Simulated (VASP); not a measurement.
# HCl in VASP: further runs, part 2 of 2

VASP 6.6.1. Earlier steps stand in the parts before.

## Step 4: Single point, r2SCAN+D3(BJ)

The input, POSCAR:

```
HCl
1.0
    8.4901850000      0.0000000000      0.0000000000
    0.0000000000      8.4901850000      0.0000000000
    0.0000000000      0.0000000000      8.4901850000
Cl H
12 12
Direct
    0.1465339094      0.0460178430      0.3168128845
    0.8765415595      0.8027622484      0.5473378966
    0.6314350041      0.1937295830      0.2790280777
    0.3182027247      0.0853102730      0.9413458011
    0.7371099687     -0.0283503834      0.9045503720
    0.9982939123      0.3830187446      0.6012118699
    0.4658555732      0.7081706700      0.1606325422
    0.9425825232      0.7098431895      0.1456034232
    0.1804200969      0.7160974702      0.8365895443
    0.5387161764      0.4589181508      0.6120950250
    0.4507086712      0.8846568125      0.5700700279
   -0.0459118382      0.3244805620      1.0135703757
    0.2187113708      0.0420132188      0.1880171045
    0.9101921807      0.8160246214      0.3978829672
    0.6103165008      0.3067659892      0.3800741680
    0.2231517923     -0.0148524443      0.8875896108
    0.6280428518      0.0635910760      0.8633969696
    1.0241001816      0.5267847520      0.6368648033
    0.5672785693      0.8201705852      0.1328239608
    0.9313813539      0.5555709328      0.1425175070
    0.3010417323      0.7570506414      0.7500661057
    0.5992802277      0.5220969861      0.4896830870
    0.3637612137      0.9087670057      0.4459149006
    0.0387388496      0.3202639283      0.8920889239
```

The input, INCAR.step1:

```
SYSTEM = HCl
  ALGO = Normal
  EDIFF = 1E-4
  ENCUT = 520
  GGA = PE
  ISMEAR = -1
  LASPH = .True.
  LCHARG = .False.
  LREAL = Auto
  LWAVE = .True.
  NBANDS = 66
  NELM = 100
  PREC = Accurate
  SIGMA = 0.02
```

The input, INCAR.step2:

```
SYSTEM = HCl
  ALGO = Normal
  EDIFF = 1E-7
  ENCUT = 520
  ISIF = 2
  ISMEAR = -1
  ISTART = 1
  IVDW = 12
  LASPH = .True.
  LCHARG = .True.
  LELF = .True.
  LMIXTAU = .True.
  LREAL = Auto
  LVHAR = .True.
  LWAVE = .False.
  METAGGA = R2SCAN
  NBANDS = 66
  NELM = 100
  PREC = Accurate
  SIGMA = 0.02
  VDW_A1 = 0.49484001
  VDW_A2 = 5.73083694
  VDW_S6 = 1.0
  VDW_S8 = 0.78981345
```

The input, KPOINTS:

```
k-points
0
Gamma
  1 1 1
  0 0 0
```

Launch:

```bash
$ cat potpaw_PBE.64/Cl/POTCAR potpaw_PBE.64/H/POTCAR > POTCAR
$ cp INCAR.step1 INCAR
$ mpirun -np 1 vasp_gam > vasp.out
$ cp INCAR.step2 INCAR
$ mpirun -np 1 vasp_gam > vasp.out
```

Run time: 7 min. Hardware: 1 thread of Intel Xeon Platinum 8259CL at 2.50GHz (Skylake/Cascade Lake), shared host; peak memory 0.61 GiB.

Results (log left out):

- Free energy: -127.3770 eV
- Pressure: 0.3 GPa
- Largest force: 1.203 eV/Å
- Dispersion energy per atom: -0.032 eV

Forces on the atoms (eV/Å):
```
Cl  -0.529 -0.025  1.080
Cl   0.071  0.142 -0.508
Cl   0.016  0.380  0.175
Cl   0.635  0.916  0.361
Cl   0.394 -0.480  0.247
Cl   0.044 -0.273 -0.138
Cl   0.450  0.483 -0.025
Cl  -0.112 -0.514  0.061
Cl   0.277  0.036 -0.186
Cl  -0.023 -0.099 -0.028
Cl  -0.071  0.097 -0.332
Cl  -0.543 -0.262  0.815
H    0.532  0.032 -1.004
H   -0.112 -0.190  0.547
H   -0.027 -0.569 -0.219
H   -0.580 -0.767 -0.367
H   -0.424  0.392 -0.212
H    0.019  0.254  0.036
H   -0.369 -0.501  0.046
H    0.110  0.678 -0.094
H   -0.323 -0.169 -0.005
H    0.036  0.316  0.079
H    0.084 -0.018  0.398
H    0.446  0.139 -0.730
```

Stress tensor (GPa, compression positive):
```
 0.30 -0.06 -0.23
-0.06  0.04  0.20
-0.23  0.20  0.46
```

Levels at points of the mesh, in eV from the Fermi level:
| k point | band 45 | band 46 | band 47 | band 48 | band 49 | band 50 | band 51 | band 52 |
| --- | --- | --- | --- | --- | --- | --- | --- | --- |
| (0.00, 0.00, 0.00) | -0.72 | -0.64 | -0.54 | -0.48 | 5.59 | 6.73 | 6.80 | 7.01 |

Caveat: the k points lie up to 0.74 Å⁻¹ apart; the PAW data sets were made with another functional, which shifts forces and pressure a little.

## Step 5: Single point, r2SCAN+D3(BJ)

The input, POSCAR:

```
HCl
1.0
    8.4901850000      0.0000000000      0.0000000000
    0.0000000000      8.4901850000      0.0000000000
    0.0000000000      0.0000000000      8.4901850000
Cl H
12 12
Direct
    0.1475350655      0.0448046774      0.3138329730
    0.8754108420      0.8042227584      0.5458420517
    0.6307400840      0.1973573014      0.2767430863
    0.3166126533      0.0847566926      0.9414989190
    0.7359321381     -0.0234270514      0.9042676926
    0.9963740484      0.3801448378      0.6006229546
    0.4668685076      0.7052967633      0.1573817296
    0.9481418838      0.7100551990      0.1447907201
    0.1802552006      0.7204790002      0.8325260286
    0.5389046293      0.4618391708      0.6144153514
    0.4541597150      0.8865531199      0.5728732648
   -0.0491626508      0.3239152033      1.0106022425
    0.2163792662      0.0385621750      0.1707383290
    0.9165995794      0.8257181675      0.4033127664
    0.6102340526      0.3168011062      0.3641970110
    0.2024219731     -0.0122965518      0.8862351056
    0.6305634094      0.0831077297      0.8790032255
    1.0584221663      0.5142172992      0.6510812191
    0.5745575626      0.8030567061      0.1290431245
    0.9272471683      0.5641808747      0.1656383224
    0.2988509673      0.7579575710      0.7533404749
    0.6107287415      0.5188108386      0.4912142668
    0.3681309653      0.8857757516      0.4471751793
    0.0421192236      0.2997814535      0.8817004576
```

The input, INCAR.step1:

```
SYSTEM = HCl
  PREC = Accurate
  ENCUT = 520
  ISMEAR = -1
  SIGMA = 0.02
  LREAL = Auto
  LASPH = .TRUE.
  NELM = 60
  NBANDS = 66
  GGA = PE
  ALGO = Normal
  EDIFF = 1E-4
  LWAVE = .TRUE.
  LCHARG = .FALSE.
```

The input, INCAR.step2:

```
SYSTEM = HCl
  PREC = Accurate
  ENCUT = 520
  EDIFF = 1E-7
  ISMEAR = -1
  SIGMA = 0.02
  LREAL = Auto
  LASPH = .TRUE.
  NELM = 60
  ALGO = Normal
  ISIF = 2
  LWAVE = .FALSE.
  LCHARG = .TRUE.
  METAGGA = R2SCAN
  LMIXTAU = .TRUE.
  IVDW = 12
  VDW_S6 = 1.0
  VDW_S8 = 0.78981345
  VDW_A1 = 0.49484001
  VDW_A2 = 5.73083694
  LELF = .TRUE.
  LVHAR = .TRUE.
  NBANDS = 66
  ISTART = 1
```

The input, KPOINTS:

```
Automatic mesh
0
G
  1 1 1
  0 0 0
```

Launch:

```bash
$ cat potpaw_PBE.64/Cl/POTCAR potpaw_PBE.64/H/POTCAR > POTCAR
$ cp INCAR.step1 INCAR
$ mpirun -np 1 vasp_gam > vasp.out
$ cp INCAR.step2 INCAR
$ mpirun -np 1 vasp_gam > vasp.out
```

Wall time 5.6 min (1 thread of Intel Xeon Platinum 8259CL at 2.50GHz (Skylake/Cascade Lake), shared host); peak memory 0.61 GiB.

It converged, with:

```
Free energy                : -127.0711 eV
Pressure                   : -0.2 GPa
Largest force              : 1.820 eV/Å
Dispersion energy per atom : -0.032 eV
```

Forces in eV/Å, atoms in the order of the input:
```
Cl   0.556 -0.121 -1.063
Cl  -0.147  0.010  0.329
Cl   0.140 -0.264 -0.339
Cl  -1.178 -0.685 -0.486
Cl  -0.294  0.103  0.001
Cl   0.565  0.866  0.272
Cl  -0.517 -0.508  0.236
Cl  -0.017  0.693  0.015
Cl  -1.103 -0.452  0.712
Cl   0.318  0.183 -0.629
Cl  -0.019  0.041 -0.197
Cl   1.000 -0.515 -1.345
H   -0.532  0.154  1.174
H    0.115 -0.021 -0.320
H   -0.169  0.079  0.268
H    1.218  0.778  0.464
H    0.295 -0.223  0.017
H   -0.477 -0.872 -0.353
H    0.592  0.500 -0.203
H   -0.025 -0.571 -0.003
H    1.055  0.296 -0.884
H   -0.302  0.027  0.738
H    0.017  0.083  0.201
H   -1.092  0.421  1.394
```

Stress tensor (GPa, compression positive):
```
-0.22 -0.03 -0.10
-0.03  0.03 -0.15
-0.10 -0.15 -0.49
```

Levels at points of the mesh, in eV from the Fermi level:
```tsv
k point	band 44	band 45	band 46	band 47	band 48	band 49	band 50	band 51	band 52	band 53
(0.00, 0.00, 0.00)	-0.76	-0.69	-0.62	-0.55	-0.53	5.25	6.18	6.43	6.61	6.90
```

Caveat: the k points lie up to 0.74 Å⁻¹ apart; the PAW data sets were made with another functional, which shifts forces and pressure a little.

## Step 6: Summary

```tsv
cell	pressure (GPa)	largest force (eV/Å)
as given, atomic positions A	-0.2	0.46
as given, atomic positions B	-0.5	1.31
as given, atomic positions C	0.3	1.20
as given, atomic positions D	-0.2	1.82
```

Alike in all rows: task single point; level r2SCAN+D3(BJ); potentials or basis VASP PAW PBE potentials, release 64 (Cl, H); no spin polarisation; k mesh 1 × 1 × 1; cutoff (eV) 520; smearing fermi-dirac 0.02 eV.

Caveats: all runs use coarse meshes; the PAW data sets were made with another functional, which shifts forces and pressure a little.

Total energies depend on the potentials used, so only differences within one code and one set of settings carry meaning.
